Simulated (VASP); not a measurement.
Set up this calculation in VASP 6.6.1, as the native input.

```
Task                               : single point
Functional                         : PBE0
Potentials or basis                : VASP PAW PBE potentials, release 64 (S, Mg)
Cutoff                             : 520 eV
k mesh                             : 4 × 4 × 4
Occupations                        : fermi-dirac, width 0.05 eV
Spin                               : no spin polarisation
Dipole correction                  : no
Grid for exact exchange (PRECFOCK) : Normal
Further INCAR settings             : ALGO = Normal; EDIFF = 1e-06; NBANDS = 11
```

Crystal: MgS.

```
S Mg
1.0
     0.00000    2.77529    2.77529
     2.77529    0.00000    2.77529
     2.77529    2.77529    0.00000
S Mg
1 1
Direct
  0.25000 0.25000 0.25000
  0.00000 0.00000 0.00000
```

One way to write it, as run:

POSCAR

```
MgS
1.0
    0.0000000000      2.7752850422      2.7752850422
    2.7752850422      0.0000000000      2.7752850422
    2.7752850422      2.7752850422      0.0000000000
S Mg
1 1
Direct
    0.2500000000      0.2500000000      0.2500000000
    0.0000000000      0.0000000000      0.0000000000
```

INCAR.step1

```
PREC = Accurate ; ENCUT = 520
EDIFF = 1E-5 ; ISMEAR = -1
SIGMA = 0.05 ; LREAL = False
LASPH = True ; NELM = 80
ALGO = Normal ; ISIF = 2
LWAVE = True ; LCHARG = False
NBANDS = 11 ; GGA = PE
```

INCAR.step2

```
PREC = Accurate ; ENCUT = 520
EDIFF = 1E-6 ; ISMEAR = -1
SIGMA = 0.05 ; LREAL = False
LASPH = True ; NELM = 80
ALGO = Normal ; ISIF = 2
LWAVE = False ; LCHARG = False
GGA = PE ; LHFCALC = True
AEXX = 0.25 ; PRECFOCK = Normal
NBANDS = 11 ; ISTART = 1
```

KPOINTS

```
Automatic mesh
0
Gamma
  4 4 4
```

Potentials or basis: VASP PAW PBE potentials, release 64 (S, Mg).

Run with:

```console
$ cat potpaw_PBE.64/S/POTCAR potpaw_PBE.64/Mg/POTCAR > POTCAR
$ cp INCAR.step1 INCAR
$ mpirun -np 1 vasp_std > vasp.out
$ cp INCAR.step2 INCAR
$ mpirun -np 1 vasp_std > vasp.out
```

Results of the run:

- Pressure: 3.8 GPa
- Band gap on the k mesh: 5.55 eV, indirect (least direct gap 5.58 eV)

Caveat: the k points lie up to 0.49 Å⁻¹ apart; the PAW data sets were made with another functional, which shifts forces and pressure a little.

Run time: 58 s on 1 thread of Intel(R) Xeon(R) Platinum 8488C (Sapphire Rapids), with other jobs on the host, peak memory 0.17 GiB.
